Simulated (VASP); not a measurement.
Input of a VASP 6.6.1 run:

Contents of INCAR:

```
SYSTEM = LiH
  ALGO = Normal
  EDIFF = 1E-6
  ENCUT = 520
  GGA = PE
  ISIF = 2
  ISMEAR = 0
  LASPH = .True.
  LCHARG = .False.
  LREAL = .False.
  LWAVE = .False.
  NBANDS = 9
  NELM = 60
  PREC = Accurate
  SIGMA = 0.02
```

Contents of KPOINTS:

```
k-points
0
Gamma
  8 8 8
  0 0 0
```

File POSCAR:

```
LiH
1.0
    0.0000000000      2.0034510997      2.0034510997
    2.0034510997      0.0000000000      2.0034510997
    2.0034510997      2.0034510997      0.0000000000
Li H
1 1
Direct
    0.0000000000      0.0000000000      0.0000000000
    0.5000000000      0.5000000000      0.5000000000
```

Potentials or basis: VASP PAW PBE potentials, release 64 (Li_sv, H).

Command:

```console
$ cat potpaw_PBE.64/Li_sv/POTCAR potpaw_PBE.64/H/POTCAR > POTCAR
$ mpirun -np 1 vasp_std > vasp.out
```

Task: Estimate the band gap on the k mesh.

Result: 2.98 eV.

 A k mesh can miss the band edges.
